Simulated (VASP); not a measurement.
Set up this calculation in VASP 6.6.1, as the native input.

- Task: single point
- Functional: r2SCAN
- Potentials or basis: VASP PAW PBE potentials, release 64 (Rb_sv)
- Cutoff: 520 eV
- k mesh: 10 × 10 × 10
- Occupations: gaussian, width 0.05 eV
- Spin: no spin polarisation
- Dipole correction: no
- Further INCAR settings: ALGO = Normal; EDIFF = 1e-06; NBANDS = 10

Rb:

```
Rb
1.0
    -2.84257    2.84257    2.84257
     2.84257   -2.84257    2.84257
     2.84257    2.84257   -2.84257
Rb
1
Direct
  0.00000 0.00000 0.00000
```

One way to write it, as run:

POSCAR

```
Rb
1.0
   -2.8425668548      2.8425668548      2.8425668548
    2.8425668548     -2.8425668548      2.8425668548
    2.8425668548      2.8425668548     -2.8425668548
Rb
1
Direct
    0.0000000000      0.0000000000      0.0000000000
```

INCAR.step1

```
SYSTEM = Rb
PREC     = Accurate       ! precision mode
ENCUT    = 520            ! plane-wave cutoff, eV
ISMEAR   = 0              ! smearing method
SIGMA    = 0.05           ! smearing width, eV
LREAL    = .False.        ! projectors in reciprocal space
LASPH    = .True.         ! aspherical terms in the spheres
NELM     = 80             ! most SCF steps
NBANDS   = 10             ! bands
GGA      = PE             ! functional
ALGO     = Normal         ! electronic algorithm
EDIFF    = 1E-4           ! SCF threshold, eV
LWAVE    = .True.         ! write WAVECAR
LCHARG   = .False.        ! write CHGCAR
```

INCAR.step2

```
SYSTEM = Rb
PREC     = Accurate       ! precision mode
ENCUT    = 520            ! plane-wave cutoff, eV
EDIFF    = 1E-6           ! SCF threshold, eV
ISMEAR   = 0              ! smearing method
SIGMA    = 0.05           ! smearing width, eV
LREAL    = .False.        ! projectors in reciprocal space
LASPH    = .True.         ! aspherical terms in the spheres
NELM     = 80             ! most SCF steps
ALGO     = Normal         ! electronic algorithm
ISIF     = 2              ! what is computed and relaxed
LWAVE    = .False.        ! write WAVECAR
LCHARG   = .False.        ! write CHGCAR
METAGGA  = R2SCAN         ! meta-GGA
LMIXTAU  = .True.       
NBANDS   = 10             ! bands
ISTART   = 1
```

KPOINTS

```
regular mesh
0
Gamma
  10 10 10
  0 0 0
```

Potentials or basis: VASP PAW PBE potentials, release 64 (Rb_sv).

Launch:

```console
$ cat potpaw_PBE.64/Rb_sv/POTCAR > POTCAR
$ cp INCAR.step1 INCAR
$ mpirun -np 1 vasp_std > vasp.out
$ cp INCAR.step2 INCAR
$ mpirun -np 1 vasp_std > vasp.out
```

It gave:

* Pressure: 0.1 GPa
* Band gap on the k mesh: zero (an odd number of electrons rules out a gap without spin polarisation)

Caveat: the PAW data sets were made with another functional, which shifts forces and pressure a little.

Run time: 2.6 min on 1 thread of Intel Xeon 8259CL (shared host), peak memory 0.26 GiB.
